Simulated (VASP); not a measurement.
Input of a VASP 6.6.1 run:

The input INCAR:

```
SYSTEM = Cs
ALGO     = Normal         ! electronic algorithm
EDIFF    = 1E-6           ! SCF threshold, eV
ENCUT    = 500            ! plane-wave cutoff, eV
GGA_COMPAT= .False.      
ISIF     = 2              ! what is computed and relaxed
ISMEAR   = 0              ! smearing method
LASPH    = .True.         ! aspherical terms in the spheres
LCHARG   = .False.        ! write CHGCAR
LREAL    = .False.        ! projectors in reciprocal space
LWAVE    = .False.        ! write WAVECAR
NBANDS   = 10             ! bands
NELM     = 120            ! most SCF steps
PREC     = Accurate       ! precision mode
SIGMA    = 0.05           ! smearing width, eV
```

KPOINTS

```
k-points
0
Gamma
  4 4 4
  0 0 0
```

POSCAR

```
Cs
1.0
   -3.0335000000      3.0335000000      3.0335000000
    3.0335000000     -3.0335000000      3.0335000000
    3.0335000000      3.0335000000     -3.0335000000
Cs
1
Direct
    0.0013351904      0.0035032132     -0.0039034730
```

Potentials or basis: VASP PAW LDA potentials, release 64 (Cs_sv).

Launch:

```sh
$ cat potpaw_LDA.64/Cs_sv/POTCAR > POTCAR
$ mpirun -np 1 vasp_std > vasp.out
```

Q: What does it give for the pressure?

A: -0.3 GPa.

Caveat: the k points lie up to 0.37 Å⁻¹ apart.
